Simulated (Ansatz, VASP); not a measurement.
**TiO2: VASP beside Ansatz**

```
Ti O
1.0
     0.00000    2.39683    2.39683
     2.52362    0.00000    2.39683
     2.52362    2.39683    0.00000
Ti O
1 2
Cartesian
  0.0000 0.0000 0.0000
  1.2618 1.1984 1.1984
  3.7854 3.5952 3.5952
```

Change from the starting cell: uniaxial_x strain +5.3%.

Alike in both runs: task single point; functional r2SCAN; k mesh 10 × 10 × 10; no spin polarisation.

```csv
,VASP,Ansatz
version,VASP 6.6.1,Ansatz 0.2.0
potentials or method,"VASP PAW PBE potentials, release 64 (Ti_sv, O)","plane waves, PAW"
plane-wave cutoff (eV),520,500
occupations,"gaussian, width 0.01 eV",fixed
valence electrons in the cell,24,24
```

|  | VASP | Ansatz | Ansatz less VASP |
| --- | --- | --- | --- |
| gap on the k mesh at the Fermi level (eV) | 1.14 | 1.10 | -0.035 |
| pressure (GPa) | -11.2 | -12.4 | -1.24 |
| traceless stress, the component that is largest in VASP (GPa) | -18.30 | -18.35 | -0.050 |

VASP's potentials were made for PBE, not for r2SCAN.
